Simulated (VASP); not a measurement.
# SbP (P4/mmm) in VASP: notebook

Runs on SbP. Level: PBE. Tasks: single point, relaxation of cell and atoms.

Program: VASP 6.6.1. These are calculated values, not measurements. Logs are shortened: lines on timing, memory, paths and dates and some standing lists are left out, and cuts for length are marked.

**1. The cell of the first run**

It takes space group P4/mmm (No. 123, tetragonal). The conventional cell has a = 2.907 Å, b = 2.907 Å, c = 5.540 Å, α = 90.00°, β = 90.00°, γ = 90.00°. Within 3.7 Å of Sb (site symmetry 4/mmm) lie 2 P at 2.77 Å and 4 Sb at 2.91 Å. Within 3.7 Å of P (site symmetry 4/mmm) lie 2 Sb at 2.77 Å and 4 P at 2.91 Å.

**2. Single point, PBE**

Contents of INCAR:

```
SYSTEM = SbP
  PREC = Accurate
  ENCUT = 520
  EDIFF = 1E-7
  ISMEAR = -1
  SIGMA = 0.15
  LREAL = .False.
  LASPH = .True.
  NELM = 80
  ALGO = Normal
  ISIF = 2
  LWAVE = .False.
  LCHARG = .False.
  GGA = PE
  NBANDS = 12
```

Contents of KPOINTS:

```
regular mesh
0
Gamma
  14 14 8
  0 0 0
```

Contents of POSCAR:

```
SbP
1.0
    2.9069080364      0.0000000000      0.0000000000
    0.0000000000      2.9069080364      0.0000000000
    0.0000000000      0.0000000000      5.5398180645
Sb P
1 1
Direct
    0.0000000000      0.0000000000      0.0000000000
    0.0000000000      0.0000000000      0.5000000000
```

Potentials or basis: VASP PAW PBE potentials, release 64 (Sb, P).

Launch:

```console
> cat potpaw_PBE.64/Sb/POTCAR potpaw_PBE.64/P/POTCAR > POTCAR
> mpirun -np 1 vasp_std > vasp.out
```

OUTCAR:

```text
SYSTEM = SbP
   PREC = Accurate
   ENCUT = 520
   EDIFF = 1E-7
   ISMEAR = -1
   LREAL = .False.
   LASPH = .True.
   NELM = 80
   ISIF = 2
   GGA = PE

 ion  position               nearest neighbor table
   1  0.000  0.000  0.000-   2 2.77   2 2.77
   2  0.000  0.000  0.500-   1 2.77   1 2.77

  LATTYP: Found a simple tetragonal cell.
 ALAT       =     2.9069080364
 C/A-ratio  =     1.9057424573

  Lattice vectors:

 A1 = (   2.9069080364,   0.0000000000,   0.0000000000)
 A2 = (   0.0000000000,   2.9069080364,   0.0000000000)
 A3 = (   0.0000000000,   0.0000000000,   5.5398180645)

Analysis of symmetry for initial positions (statically):
=====================================================================
 Subroutine PRICEL returns:
 Original cell was already a primitive cell.

 Routine SETGRP: Setting up the symmetry group for a
 simple tetragonal supercell.

 Subroutine GETGRP returns: Found 16 space group operations
 (whereof 16 operations were pure point group operations)
 out of a pool of 16 trial point group operations.

The static configuration has the point symmetry D_4h.

Analysis of symmetry for dynamics (positions and initial velocities):
=====================================================================
 Subroutine PRICEL returns:
 Original cell was already a primitive cell.

 Routine SETGRP: Setting up the symmetry group for a
 simple tetragonal supercell.

 Subroutine GETGRP returns: Found 16 space group operations
 (whereof 16 operations were pure point group operations)
 out of a pool of 16 trial point group operations.

The dynamic configuration has the point symmetry D_4h.

 Subroutine INISYM returns: Found 16 space group operations
 (whereof 16 operations are pure point group operations),
 and found     1 'primitive' translations

----------------------------------------------------------------------------------------

                                     Primitive cell

  volume of cell :      46.8121

  direct lattice vectors                    reciprocal lattice vectors
     2.906908036  0.000000000  0.000000000     0.344008131  0.000000000  0.000000000
     0.000000000  2.906908036  0.000000000     0.000000000  0.344008131  0.000000000
     0.000000000  0.000000000  5.539818065     0.000000000  0.000000000  0.180511343

  length of vectors
     2.906908036  2.906908036  5.539818065     0.344008131  0.344008131  0.180511343

  position of ions in fractional coordinates (direct lattice)
     0.000000000  0.000000000  0.000000000
     0.000000000  0.000000000  0.500000000

  ion indices of the primitive-cell ions
   primitive index   ion index
                 1           1
                 2           2

----------------------------------------------------------------------------------------

 KPOINTS: regular mesh

Automatic generation of k-mesh.
 Grid dimensions read from file:
 generate k-points for:   14   14    8

 Generating k-lattice:

  Cartesian coordinates                     Fractional coordinates (reciprocal lattice)
     0.024572009  0.000000000  0.000000000     0.071428571  0.000000000  0.000000000
     0.000000000  0.024572009  0.000000000     0.000000000  0.071428571  0.000000000
     0.000000000  0.000000000  0.022563918     0.000000000  0.000000000  0.125000000

  Length of vectors
     0.024572009  0.024572009  0.022563918

  Shift w.r.t. Gamma in fractional coordinates (k-lattice)
     0.000000000  0.000000000  0.000000000

 Subroutine IBZKPT returns following result:
 ===========================================

 Found    180 irreducible k-points:

 Following reciprocal coordinates:
            Coordinates               Weight
  0.000000  0.000000  0.000000      1.000000
  0.071429  0.000000  0.000000      4.000000
  0.142857  0.000000  0.000000      4.000000
  0.214286  0.000000  0.000000      4.000000
  0.285714  0.000000  0.000000      4.000000
  0.357143  0.000000  0.000000      4.000000
[... 16 lines left out ...]
  0.285714  0.214286  0.000000      8.000000
  0.357143  0.214286  0.000000      8.000000
 [... further k-points ...]
   k-points           NKPTS =    180   k-points in BZ     NKDIM =    180   number of bands    NBANDS=     12
   number of dos      NEDOS =    301   number of ions     NIONS =      2
   total plane-waves  NPLWV =  24192
   dimension x,y,z NGX =    24 NGY =   24 NGZ =   42
   dimension x,y,z NGXF=    48 NGYF=   48 NGZF=   84
   ions per type =               1   1
   NGX,Y,Z   is equivalent  to a cutoff of  13.73, 13.73, 12.60 a.u.
   NGXF,Y,Z  is equivalent  to a cutoff of  27.45, 27.45, 25.21 a.u.
 SYSTEM =  SbP
   PREC   = accura    normal or accurate (medium, high low for compatibility)
   ISTART =      0    job   : 0-new  1-cont  2-samecut
   ICHARG =      2    charge: 1-file 2-atom 10-const
   ISPIN  =      1    spin polarized calculation?
   LNONCOLLINEAR =      F non collinear calculations
   LSORBIT =      F    spin-orbit coupling
   LASPH  =      T    aspherical Exc in radial PAW
   ENCUT  =  520.0 eV  38.22 Ry    6.18 a.u.   5.40  5.40 10.30*2*pi/ulx,y,z
   NELM   =     80;   NELMIN=  2; NELMDL= -5     # of ELM steps
   EDIFF  = 0.1E-06   stopping-criterion for ELM
   LREAL  =      F    real-space projection
   EDIFFG = 0.1E-05   stopping-criterion for IOM
   NSW    =      0    number of steps for IOM
   IBRION =     -1    ionic relax: 0-MD 1-quasi-New 2-CG
   NFREE  =      0    steps in history (QN), initial steepest desc. (CG)
   ISIF   =      2    stress and relaxation
   ISYM   =      2    0-nonsym 1-usesym 2-fastsym
   POTIM  = 0.5000    time-step for ionic-motion
   TEBEG  =    0.0;   TEEND  =   0.0 temperature during run
   PSTRESS=    0.0 pullay stress
   NELECT =      10.0000    total number of electrons
   NUPDOWN=      -1.0000    fix difference up-down
   EMIN   =  10.00;   EMAX   =-10.00  energy-range for DOS
   EFERMI =   0.00;   METHOD = LEGACY
   ISMEAR =    -1;   SIGMA  =   0.15  broadening in eV -4-tet -1-fermi 0-gaus
   EFERMI_NEDOS =   21; number of points for ismear=-14 and -15
   IALGO  =     38    algorithm
   IMIX   =      4    mixing-type and parameters
     AMIX     =   0.40;   BMIX     =  1.00
     AMIX_MAG =   1.60;   BMIX_MAG =  1.00
  volume/ion in A,a.u.               =      23.41       157.95
  Fermi-wavevector in a.u.,A,eV,Ry     =   0.978638  1.849358 13.030743  0.957733
  Thomas-Fermi vector in A             =   2.109429
   LORBIT       =      0    0 simple, 1 ext, 2 COOP (PROOUT), +10 PAW based schemes
   GGA     = PE    functional components
   LHFCALC =     F    Hartree Fock is set to
   AEXX    =    0.0000 exact exchange contribution
   IVDW    =     0    specifies the selected vdW correction
   LEPSILON=     F    determine dielectric tensor
   LRPA    =     F    only Hartree local field effects (RPA)
 non-spin polarized calculation
  energy-cutoff  :      520.00
  volume of cell :       46.81
 maximum number of plane-waves:      1288
 NGX is ok and might be reduce to    24
   NGX = 11   NGY = 11   NGZ = 21

 number of electron      10.0000001 magnetization

 Free energy of the ion-electron system (eV)
  ---------------------------------------------------
  ext. energy  EPLUGINS =         0.00000000
  ---------------------------------------------------
  free energy    TOTEN  =        -8.70380722 eV

  energy without entropy =       -8.63497994  energy(sigma->0) =       -8.66939358

 E-fermi :   7.2416     XC(G=0):  -9.9962

 val. band max:        7.2304580610   @ k =   0.2857   0.2143   0.1250
 cond. band min:       7.2442637041   @ k =   0.2857   0.2143   0.3750
 fundamental gap:      0.0138056431
 Fermi energy:         7.2416245417

 k-point     1 :       0.0000    0.0000    0.0000
  band No.  band energies     occupation
      1      -6.2563      2.00000
      2      -2.8546      2.00000
      3       0.9488      2.00000
      4       9.9174      0.00000
      5       9.9174      0.00000
      6      11.4585      0.00000
      7      13.1143      0.00000
      8      13.1143      0.00000
      9      14.2316      0.00000
     10      14.5573      0.00000
     11      16.8069      0.00000
     12      17.0181      0.00000

 k-point     2 :       0.0714    0.0000    0.0000
  band No.  band energies     occupation
      1      -6.1738      2.00000
      2      -2.7768      2.00000
      3       1.0233      2.00000
      4       9.1002      0.00001
      5       9.9731      0.00000
      6      11.5185      0.00000
      7      12.1018      0.00000
      8      13.2033      0.00000
      9      14.4661      0.00000
     10      15.2866      0.00000
     11      17.2444      0.00000
     12      17.3599      0.00000

 k-point     3 :       0.1429    0.0000    0.0000
  band No.  band energies     occupation
      1      -5.9287      2.00000
      2      -2.5453      2.00000
      3       1.2421      2.00000
      4       7.4792      0.34046
      5      10.1340      0.00000
      6      10.3467      0.00000
      7      11.6840      0.00000
      8      13.4653      0.00000
      9      14.6782      0.00000
     10      15.6578      0.00000
     11      16.3936      0.00000
     12      18.1111      0.00000

 k-point     4 :       0.2143    0.0000    0.0000
  band No.  band energies     occupation
      1      -5.5296      2.00000
      2      -2.1662      2.00000
      3       1.5890      2.00000
      4       5.7342      1.99991
      5       8.5234      0.00039
      6      10.3812      0.00000
      7      11.8781      0.00000
      8      13.8836      0.00000
      9      14.0057      0.00000
     10      14.9895      0.00000
     11      17.0312      0.00000
     12      18.6843      0.00000

 k-point     5 :       0.2857    0.0000    0.0000
  band No.  band energies     occupation
      1      -4.9976      2.00000
      2      -1.6544      2.00000
      3       2.0312      2.00000
      4       4.0697      2.00000
      5       6.8261      1.88208
      6      10.6807      0.00000
      7      11.6621      0.00000
      8      13.0491      0.00000
      9      14.4239      0.00000
     10      15.3935      0.00000
     11      17.6064      0.00000
     12      19.1508      0.00000
[... 228 lines left out ...]
      1      -3.2531      2.00000
      2       0.2595      2.00000
      3       1.2216      2.00000
      4       3.3319      2.00000
      5       4.1251      2.00000
      6       9.3068      0.00000
      7       9.9032      0.00000
      8      13.0043      0.00000
      9      13.7276      0.00000
     10      15.3710      0.00000
     11      18.0427      0.00000
     12      18.2316      0.00000

 k-point    22 :       0.2143    0.2143    0.0000
  band No.  band energies     occupation
      1      -4.8091      2.00000
      2      -1.4733      2.00000
      3       2.2196      2.00000
      4       6.1567      1.99856
      5       6.5496      1.98036
      6       8.7057      0.00012
      7       9.7688      0.00000
      8      12.2680      0.00000
      9      14.5932      0.00000
     10      14.8300      0.00000
     11      16.9432      0.00000
     12      17.9714      0.00000

 k-point    23 :       0.2857    0.2143    0.0000
  band No.  band energies     occupation
      1      -4.2825      2.00000
      2      -0.9565      2.00000
      3       2.6533      2.00000
      4       4.6986      2.00000
      5       6.7886      1.90696
      6       7.3978      0.52179
      7       9.8623      0.00000
      8      12.1392      0.00000
      9      13.6831      0.00000
     10      15.1993      0.00000
     11      16.0824      0.00000
     12      17.9107      0.00000

 k-point    24 :       0.3571    0.2143    0.0000
  band No.  band energies     occupation
      1      -3.6769      2.00000
      2      -0.3386      2.00000
      3       3.1162      2.00000
      4       3.2587      2.00000
      5       5.9532      1.99963
      6       7.2510      0.96865
      7      10.3622      0.00000
      8      11.3343      0.00000
      9      13.6281      0.00000
     10      14.8960      0.00000
     11      15.7563      0.00000
     12      17.6981      0.00000

 [... further k-points ...]
[... 5 lines left out ...]
  --------------------------------------------------------------------------------------
  -------------------------------------------------------------------------------------
  Total        0.0127316      0.0127316     -0.0014028      0.0000000      0.0000000      0.0000000
  in kB        0.4357476      0.4357476     -0.0480117      0.0000000      0.0000000      0.0000000
  external PRESSURE =       0.2744945 kB  Pullay stress =       0.0000000 kB

 VOLUME and BASIS-vectors are now :
 -----------------------------------------------------------------------------
  energy-cutoff  :      520.00
  volume of cell :       46.81
      direct lattice vectors                 reciprocal lattice vectors
     2.906908036  0.000000000  0.000000000     0.344008131  0.000000000  0.000000000
     0.000000000  2.906908036  0.000000000     0.000000000  0.344008131  0.000000000
     0.000000000  0.000000000  5.539818065     0.000000000  0.000000000  0.180511343

 POSITION                                       TOTAL-FORCE (eV/Angst)
 -----------------------------------------------------------------------------------
      0.00000      0.00000      0.00000         0.000000      0.000000      0.000000
      0.00000      0.00000      2.76991         0.000000      0.000000      0.000000
 -----------------------------------------------------------------------------------
    total drift:                               -0.000000      0.000000     -0.000000

  FREE ENERGIE OF THE ION-ELECTRON SYSTEM (eV)
  ---------------------------------------------------
  free  energy   TOTEN  =        -8.7038072247 eV

  energy  without entropy=       -8.6349799417  energy(sigma->0) =       -8.66939358
```

It took 75 s on 1 thread of Intel Xeon Platinum 8375C at 2.90GHz (Ice Lake), shared host; peak memory 0.24 GiB.

Results:

| Property | Result |
| --- | --- |
| Free energy | -8.7038 eV |
| Pressure | 0.0 GPa |
| Band gap on the k mesh | zero (band 5 reaches 10.28 eV, above the bottom of band 6 at 4.51 eV) |

Caveat: spin-orbit coupling is left out, which moves the levels of the heavy elements.

(Part 1 of 2 ends here.)
